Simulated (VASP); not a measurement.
Wanted: the native input for a VASP 6.6.1 run.

| Item | Value |
| --- | --- |
| Task | single point |
| Functional | PBE |
| Potentials or basis | VASP PAW PBE potentials, release 64 (Nb_sv) |
| Cutoff | 520 eV |
| k mesh | 11 × 11 × 11 |
| Occupations | fermi-dirac, width 0.05 eV |
| Spin | no spin polarisation |
| Dipole correction | no |
| Further INCAR settings | ALGO = Fast; EDIFF = 1e-07; NBANDS = 12 |

The structure of Nb lies in POSCAR:

```
Nb
1.0
   -1.6749698576      1.6749698576      1.6749698576
    1.6749698576     -1.6749698576      1.6749698576
    1.6749698576      1.6749698576     -1.6749698576
Nb
1
Direct
    0.0000000000      0.0000000000      0.0000000000
```

This cell differs from its parent crystal: volume scaled by 1.02.

These files were run (other wordings do the same):

INCAR

```
SYSTEM = Nb
PREC = Accurate
ENCUT = 520
EDIFF = 1E-7
ISMEAR = -1
SIGMA = 0.05
LREAL = .False.
LASPH = .True.
NELM = 80
ALGO = Fast
ISIF = 2
LWAVE = .False.
LCHARG = .False.
GGA = PE
NBANDS = 12
```

KPOINTS

```
regular mesh
0
Gamma
  11 11 11
  0 0 0
```

Potentials or basis: VASP PAW PBE potentials, release 64 (Nb_sv).

Command:

```sh
$ cat potpaw_PBE.64/Nb_sv/POTCAR > POTCAR
$ mpirun -np 1 vasp_std > vasp.out
```

It gave:

- Pressure: -5.5 GPa

Run time: 18 s on 1 thread of Intel(R) Xeon(R) 6975P-C (Granite Rapids), on a shared host, peak memory 0.14 GiB.
